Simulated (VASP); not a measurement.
# CuO (Cc) in VASP: single point with PBE

Aim: the single point of CuO with PBE.

Everything below comes from runs of VASP 6.6.1. Logs are shortened: lines on timing, memory, paths and dates and some standing lists are left out, and cuts for length are marked.

## (1) The cell of the first run

Symmetry: Cc, No. 9, monoclinic system. Conventional cell: a = 4.693 Å, b = 3.428 Å, c = 5.137 Å, α = 90.00°, β = 99.55°, γ = 90.00°. Cu (site symmetry 1) has 4 O at 1.89 to 2.04 Å within 2.5 Å. Within 2.5 Å of O (site symmetry 1) lie 4 Cu at 1.89 to 2.04 Å.

## (2) Single point, PBE, collinear spin

File INCAR:

```
ALGO = Normal ; EDIFF = 1E-6
ENCUT = 820 ; GGA = PE
GGA_COMPAT = F ; ISIF = 2
ISMEAR = -1 ; ISPIN = 2
LASPH = T ; LCHARG = T
LELF = T ; LMAXMIX = 4
LORBIT = 11 ; LREAL = F
LVHAR = T ; LWAVE = F
MAGMOM = 1 1 0 0 ; NBANDS = 37
NELM = 200 ; PREC = Accurate
SIGMA = 0.02
```

File KPOINTS:

```
k-points
0
Gamma
  7 7 4
```

File POSCAR:

```
CuO
1.0
    2.3463500000     -1.7141500000      0.0000000000
    2.3463500000      1.7141500000      0.0000000000
   -0.8519200000      0.0000000000      5.0658700000
Cu O
2 2
Direct
    0.0033000000      0.4967000000      0.0000000000
    0.4967000000      0.0033000000      0.5000000000
    0.5719000000      0.4073000000      0.2602000000
    0.4073000000      0.5719000000      0.7602000000
```

Potentials or basis: VASP PAW PBE potentials, release 64 (Cu_sv_GW, O).

Launch:

```
$ cat potpaw_PBE.64/Cu_sv_GW/POTCAR potpaw_PBE.64/O/POTCAR > POTCAR
$ mpirun -np 1 vasp_std > vasp.out
```

OUTCAR:

```text
EDIFF = 1E-6
   ENCUT = 820
   GGA = PE
   ISIF = 2
   ISMEAR = -1
   ISPIN = 2
   LASPH = T
   LORBIT = 11
   LREAL = F
   NELM = 200
   PREC = Accurate

 ion  position               nearest neighbor table
   1  0.003  0.497  0.000-   4 1.89   3 1.96   4 1.96   3 2.04
   2  0.497  0.003  0.500-   3 1.89   4 1.96   3 1.96   4 2.04
   3  0.572  0.407  0.260-   2 1.89   1 1.96   2 1.96   1 2.04
   4  0.407  0.572  0.760-   1 1.89   2 1.96   1 1.96   2 2.04

  LATTYP: Found a base centered monoclinic cell.
 ALAT       =     4.6927000000
 B/A-ratio  =     0.7305602318
 C/A-ratio  =     1.0946797482
 COS(beta)  =    -0.1658398665

  Lattice vectors:

 A1 = (   2.3463500000,  -1.7141500000,   0.0000000000)
 A2 = (   2.3463500000,   1.7141500000,   0.0000000000)
 A3 = (  -0.8519200000,   0.0000000000,   5.0658700000)

Analysis of symmetry for initial positions (statically):
=====================================================================
 Subroutine PRICEL returns:
 Original cell was already a primitive cell.

 Routine SETGRP: Setting up the symmetry group for a
 base centered monoclinic supercell.

 Subroutine GETGRP returns: Found  2 space group operations
 (whereof  1 operations were pure point group operations)
 out of a pool of  4 trial point group operations.

The static configuration has the point symmetry C_1 .
 The point group associated with its full space group is C_1h.

Analysis of symmetry for dynamics (positions and initial velocities):
=====================================================================
 Subroutine PRICEL returns:
 Original cell was already a primitive cell.

 Routine SETGRP: Setting up the symmetry group for a
 base centered monoclinic supercell.

 Subroutine GETGRP returns: Found  2 space group operations
 (whereof  1 operations were pure point group operations)
 out of a pool of  4 trial point group operations.

The dynamic configuration has the point symmetry C_1 .
 The point group associated with its full space group is C_1h.

Analysis of structural, dynamic, and magnetic symmetry:
=====================================================================
 Subroutine PRICEL returns:
 Original cell was already a primitive cell.

 Routine SETGRP: Setting up the symmetry group for a
 base centered monoclinic supercell.

 Subroutine GETGRP returns: Found  2 space group operations
 (whereof  1 operations were pure point group operations)
 out of a pool of  4 trial point group operations.

The overall configuration has the point symmetry C_1 .
 The point group associated with its full space group is C_1h.

 Subroutine INISYM returns: Found  2 space group operations
 (whereof  1 operations are pure point group operations),
 and found     1 'primitive' translations

----------------------------------------------------------------------------------------

                                     Primitive cell

  volume of cell :      40.7498

  direct lattice vectors                    reciprocal lattice vectors
     2.346350000 -1.714150000  0.000000000     0.213096938 -0.291689759  0.035836203
     2.346350000  1.714150000  0.000000000     0.213096938  0.291689759  0.035836203
    -0.851920000  0.000000000  5.065870000     0.000000000  0.000000000  0.197399460

  length of vectors
     2.905799123  2.905799123  5.137003654     0.363011644  0.363011644  0.197399460

  position of ions in fractional coordinates (direct lattice)
     0.003300000  0.496700000  0.000000000
     0.496700000  0.003300000  0.500000000
     0.571900000  0.407300000  0.260200000
     0.407300000  0.571900000  0.760200000

  ion indices of the primitive-cell ions
   primitive index   ion index
                 1           1
                 2           2
                 3           3
                 4           4

----------------------------------------------------------------------------------------

 KPOINTS: k-points

Automatic generation of k-mesh.
 Grid dimensions read from file:
 generate k-points for:    7    7    4

 Generating k-lattice:

  Cartesian coordinates                     Fractional coordinates (reciprocal lattice)
     0.030442420 -0.041669966  0.005119458     0.142857143 -0.000000000  0.000000000
     0.030442420  0.041669966  0.005119458    -0.000000000  0.142857143  0.000000000
     0.000000000  0.000000000  0.049349865     0.000000000  0.000000000  0.250000000

  Length of vectors
     0.051858806  0.051858806  0.049349865

  Shift w.r.t. Gamma in fractional coordinates (k-lattice)
     0.000000000  0.000000000  0.000000000

 Subroutine IBZKPT returns following result:
 ===========================================

 Found     60 irreducible k-points:

 Following reciprocal coordinates:
            Coordinates               Weight
  0.000000  0.000000  0.000000      1.000000
  0.142857  0.000000  0.000000      4.000000
  0.285714  0.000000  0.000000      4.000000
  0.428571  0.000000  0.000000      4.000000
  0.142857  0.142857 -0.000000      2.000000
  0.285714  0.142857 -0.000000      4.000000
[... 16 lines left out ...]
 -0.142857 -0.000000  0.250000      4.000000
  0.142857  0.142857  0.250000      2.000000
 [... further k-points ...]
   k-points           NKPTS =     60   k-points in BZ     NKDIM =     60   number of bands    NBANDS=     37
   number of dos      NEDOS =    301   number of ions     NIONS =      4
   total plane-waves  NPLWV =  37632
   dimension x,y,z NGX =    28 NGY =   28 NGZ =   48
   dimension x,y,z NGXF=    56 NGYF=   56 NGZF=   96
   ions per type =               2   2
   NGX,Y,Z   is equivalent  to a cutoff of  16.02, 16.02, 15.53 a.u.
   NGXF,Y,Z  is equivalent  to a cutoff of  32.04, 32.04, 31.07 a.u.
 SYSTEM =  unknown system
   PREC   = accura    normal or accurate (medium, high low for compatibility)
   ISTART =      0    job   : 0-new  1-cont  2-samecut
   ICHARG =      2    charge: 1-file 2-atom 10-const
   ISPIN  =      2    spin polarized calculation?
   LNONCOLLINEAR =      F non collinear calculations
   LSORBIT =      F    spin-orbit coupling
   LASPH  =      T    aspherical Exc in radial PAW
   ENCUT  =  820.0 eV  60.27 Ry    7.76 a.u.   6.78  6.78 11.99*2*pi/ulx,y,z
   NELM   =    200;   NELMIN=  2; NELMDL= -5     # of ELM steps
   EDIFF  = 0.1E-05   stopping-criterion for ELM
   LREAL  =      F    real-space projection
[... 7 lines left out ...]
   TEBEG  =    0.0;   TEEND  =   0.0 temperature during run
   PSTRESS=    0.0 pullay stress
   NELECT =      50.0000    total number of electrons
   NUPDOWN=      -1.0000    fix difference up-down
   EMIN   =  10.00;   EMAX   =-10.00  energy-range for DOS
   EFERMI =   0.00;   METHOD = LEGACY
   ISMEAR =    -1;   SIGMA  =   0.02  broadening in eV -4-tet -1-fermi 0-gaus
   EFERMI_NEDOS =   21; number of points for ismear=-14 and -15
   IALGO  =     38    algorithm
   IMIX   =      4    mixing-type and parameters
     AMIX     =   0.40;   BMIX     =  1.00
     AMIX_MAG =   1.60;   BMIX_MAG =  1.00
  volume/ion in A,a.u.               =      10.19        68.75
  Fermi-wavevector in a.u.,A,eV,Ry     =   1.752627  3.311986 41.793057  3.071703
  Thomas-Fermi vector in A             =   2.822921
   LORBIT       =     11    0 simple, 1 ext, 2 COOP (PROOUT), +10 PAW based schemes
   GGA     = PE    functional components
   LHFCALC =     F    Hartree Fock is set to
   AEXX    =    0.0000 exact exchange contribution
   IVDW    =     0    specifies the selected vdW correction
   LEPSILON=     F    determine dielectric tensor
   LRPA    =     F    only Hartree local field effects (RPA)
 spin polarized calculation
  energy-cutoff  :      820.00
  volume of cell :       40.75
 maximum number of plane-waves:      2188
   NGX = 13   NGY = 13   NGZ = 23

 number of electron      49.9999988 magnetization      -0.0021673

 number of electron      49.9999988 magnetization       0.0003592

 Free energy of the ion-electron system (eV)
  ---------------------------------------------------
  ext. energy  EPLUGINS =         0.00000000
  ---------------------------------------------------
  free energy    TOTEN  =       -19.62477340 eV

  energy without entropy =      -19.62139548  energy(sigma->0) =      -19.62308444

 E-fermi :   5.6799     XC(G=0): -12.2523

 val. band max:        5.6581809852   @ k =   0.4286   0.2857   0.5000
 cond. band min:       5.7096660510   @ k =  -0.1429  -0.0000   0.2500
 fundamental gap:      0.0514850657
 Fermi energy:         5.6799243471

 spin component 1

 k-point     1 :       0.0000    0.0000    0.0000
  band No.  band energies     occupation
      1    -106.9130      1.00000
      2    -106.9124      1.00000
      3     -64.4409      1.00000
      4     -64.4405      1.00000
      5     -64.4133      1.00000
      6     -64.4044      1.00000
[... 29 lines left out ...]
     36      24.2817      0.00000
     37      26.1399      0.00000
[... 918 lines left out ...]
     36      23.9591      0.00000
     37      25.7745      0.00000

 [... further k-points ...]

 spin component 2

 k-point     1 :       0.0000    0.0000    0.0000
  band No.  band energies     occupation
      1    -106.9128      1.00000
      2    -106.9122      1.00000
      3     -64.4407      1.00000
      4     -64.4403      1.00000
      5     -64.4131      1.00000
      6     -64.4042      1.00000
[... 29 lines left out ...]
     36      24.2818      0.00000
     37      26.1439      0.00000
[... 918 lines left out ...]
     36      23.9591      0.00000
     37      25.7727      0.00000

 [... further k-points ...]

------------------------ aborting loop because EDIFF is reached ----------------------------------------

  FORCE on cell =-STRESS in cart. coord.  units (eV):
  Direction    XX          YY          ZZ          XY          YZ          ZX
  --------------------------------------------------------------------------------------
  -------------------------------------------------------------------------------------
  Total        1.2991290      1.4506092      1.0527234      0.0000000      0.0000000     -0.5977698
  in kB       51.0783919     57.0341987     41.3903607      0.0000000      0.0000000    -23.5027618
  external PRESSURE =      49.8343171 kB  Pullay stress =       0.0000000 kB

 VOLUME and BASIS-vectors are now :
 -----------------------------------------------------------------------------
  energy-cutoff  :      820.00
  volume of cell :       40.75
      direct lattice vectors                 reciprocal lattice vectors
     2.346350000 -1.714150000  0.000000000     0.213096938 -0.291689759  0.035836203
     2.346350000  1.714150000  0.000000000     0.213096938  0.291689759  0.035836203
    -0.851920000  0.000000000  5.065870000     0.000000000  0.000000000  0.197399460

 POSITION                                       TOTAL-FORCE (eV/Angst)
 -----------------------------------------------------------------------------------
      1.17318      0.84576      0.00000        -0.676291      0.295878      0.605811
      0.74722     -0.84576      2.53294        -0.676291     -0.295878      0.605811
      2.07588     -0.28215      1.31814         0.676291      0.379020     -0.605811
      1.64992      0.28215      3.85107         0.676291     -0.379020     -0.605811
 -----------------------------------------------------------------------------------
    total drift:                               -0.000296      0.000000     -0.000176

  FREE ENERGIE OF THE ION-ELECTRON SYSTEM (eV)
  ---------------------------------------------------
  free  energy   TOTEN  =       -19.6247734034 eV

  energy  without entropy=      -19.6213954798  energy(sigma->0) =      -19.62308444

 total charge

# of ion       s       p       d       f       tot
--------------------------------------------------
    1        2.242   6.364   8.864   0.013  17.483
    2        2.242   6.364   8.864   0.013  17.483
    3        1.573   3.388   0.000   0.000   4.961
    4        1.573   3.388   0.000   0.000   4.961
--------------------------------------------------
tot          7.630  19.503  17.728   0.026  44.886

 magnetization (x)

# of ion       s       p       d       f       tot
--------------------------------------------------
    1       -0.000   0.000   0.000  -0.000   0.000
    2       -0.000   0.000   0.000  -0.000   0.000
    3        0.000   0.000   0.000   0.000   0.000
    4        0.000   0.000   0.000   0.000   0.000
--------------------------------------------------
tot          0.000   0.000   0.000  -0.000   0.000
```

Wall time 8.5 min (1 thread of Intel Xeon Platinum 8259CL at 2.50GHz (Skylake/Cascade Lake), shared host); peak memory 0.41 GiB.

Results:

| Item | Value |
| --- | --- |
| Free energy | -19.6248 eV |
| Pressure | 5.0 GPa |
| Largest force | 0.984 eV/Å |
| Band gap on the k mesh | zero (filled and empty bands overlap) |
| Net moment | 0.00 μB per cell |
| Valence electrons inside the program's atomic spheres | Cu 17.48; O 4.96 |

Forces on the atoms (eV/Å):
```
Cu  -0.676  0.296  0.606
Cu  -0.676 -0.296  0.606
O    0.676  0.379 -0.606
O    0.676 -0.379 -0.606
```

Caveat: the cell stands under pressure; semilocal functionals often make such compounds metallic where correlation or magnetic order opens a gap, which also shifts bond lengths.

The gap in the log of VASP goes by the Fermi energy; the results here count the filled bands.